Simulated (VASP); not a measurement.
A run of VASP 6.6.1:

File INCAR:

```
  PREC = Accurate
  ENCUT = 520
  EDIFF = 1E-7
  ISMEAR = 0
  SIGMA = 0.15
  LREAL = False
  LASPH = True
  NELM = 60
  ALGO = Normal
  ISIF = 2
  LWAVE = False
  LCHARG = False
  GGA = PS
  IVDW = 12
  NBANDS = 11
```

File KPOINTS:

```
regular mesh
0
Gamma
  21 21 12
```

The input POSCAR:

```
C
1.0
    2.4987011397      0.0000000000      0.0000000000
   -1.2493505699      2.1639386634      0.0000000000
    0.0000000000      0.0000000000      3.5884245947
C
2
Direct
    0.3286349562      0.6572699123      0.0000000000
    0.6713650438      0.3427300877      0.0000000000
```

Potentials or basis: VASP PAW PBE potentials, release 64 (C).

Command:

```sh
$ cat potpaw_PBE.64/C/POTCAR > POTCAR
$ mpirun -np 1 vasp_std > vasp.out
```

Hardware: 1 thread of Intel Xeon 6975P-C, with other jobs on the host.

**Question.** Estimate the wall time of this run.

**Answer.** It took 110 s on 1 thread of Intel Xeon 6975P-C, with other jobs on the host, peak memory 0.26 GiB. Counts: scf iterations 13, k points 847.
